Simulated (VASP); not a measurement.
A run of VASP 6.6.1 is set up as follows.

The input POSCAR:

```
HfO2
1.0
    4.6708897327      0.0000000000      0.0000000000
    0.0000000000      4.6708897327      0.0000000000
    0.0000000000      0.0000000000      3.1442222981
Hf O
2 4
Direct
    0.0000000000      0.0000000000      0.0000000000
    0.5000000000      0.5000000000      0.5000000000
    0.1954420608      0.8045579392      0.5000000000
    0.3045579392      0.3045579392      0.0000000000
    0.6954420608      0.6954420608      0.0000000000
    0.8045579392      0.1954420608      0.5000000000
```

File INCAR.step1:

```
SYSTEM = HfO2
ALGO = Normal
EDIFF = 1E-4
ENCUT = 600
GGA = PE
ISMEAR = 0
LASPH = .TRUE.
LCHARG = .FALSE.
LREAL = .FALSE.
LWAVE = .TRUE.
NELM = 80
PREC = Accurate
SIGMA = 0.02
```

Contents of INCAR.step2:

```
SYSTEM = HfO2
ALGO = Normal
EDIFF = 1E-7
EDIFFG = -0.01
ENCUT = 600
IBRION = 2
ISIF = 4
ISMEAR = 0
ISTART = 1
LASPH = .TRUE.
LCHARG = .FALSE.
LMIXTAU = .TRUE.
LREAL = .FALSE.
LWAVE = .FALSE.
METAGGA = R2SCAN
NELM = 80
NSW = 50
PREC = Accurate
SIGMA = 0.02
```

KPOINTS

```
k-points
0
G
  6 6 8
  0 0 0
```

Potentials or basis: VASP PAW PBE potentials, release 64 (Hf_pv, O).

Run with:

```console
$ cat potpaw_PBE.64/Hf_pv/POTCAR potpaw_PBE.64/O/POTCAR > POTCAR
$ cp INCAR.step1 INCAR
$ mpirun -np 1 vasp_std > vasp.out
$ cp INCAR.step2 INCAR
$ mpirun -np 1 vasp_std > vasp.out
```

(1) Estimate the band gap on the k mesh.

Answers

(1) 4.84 eV.

Caveat: spin-orbit coupling is left out, which moves the levels of the heavy elements.
